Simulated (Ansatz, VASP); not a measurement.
Tc in VASP and in Ansatz

```
CELL_PARAMETERS angstrom
2.79480 0.00000 0.00000
-1.39740 2.42037 0.00000
0.00000 0.00000 4.39800
ATOMIC_POSITIONS crystal
Tc 0.33333 0.66667 0.25000
Tc 0.66667 0.33333 0.75000
```

Change from the starting cell: equal xx and yy strain of +2 %, PAW files.

Alike in both runs: task electric field gradients; functional LDA; k mesh 17 × 17 × 9; occupations fermi-dirac, width 0.08 eV; no spin polarisation.

|  | VASP | Ansatz |
| --- | --- | --- |
| version | VASP 6.6.1 | Ansatz 0.2.0 |
| potentials or method | VASP PAW LDA potentials, release 64 (Tc_pv) | PAW with Ansatz's default frozen-core files, scalar-relativistic |
| plane-wave cutoff (eV) | 520 | 500 |
| valence electrons in the cell | 26 | 30 |

```csv
,VASP,Ansatz,Ansatz less VASP
pressure (GPa),-21.9,-22.0,-0.03
"traceless stress, the component that is largest in VASP (GPa)",2.58,2.60,+0.023
size of Vzz on the site where it differs most (V/Å²),24.1,25.1,+1.01
```

LDA's correlation is that of Perdew and Zunger in VASP and of Perdew and Wang (1992) in Ansatz. VASP's potentials hold 26 valence electrons a cell and Ansatz's 30, so a difference there can come from the potentials and not from the codes.
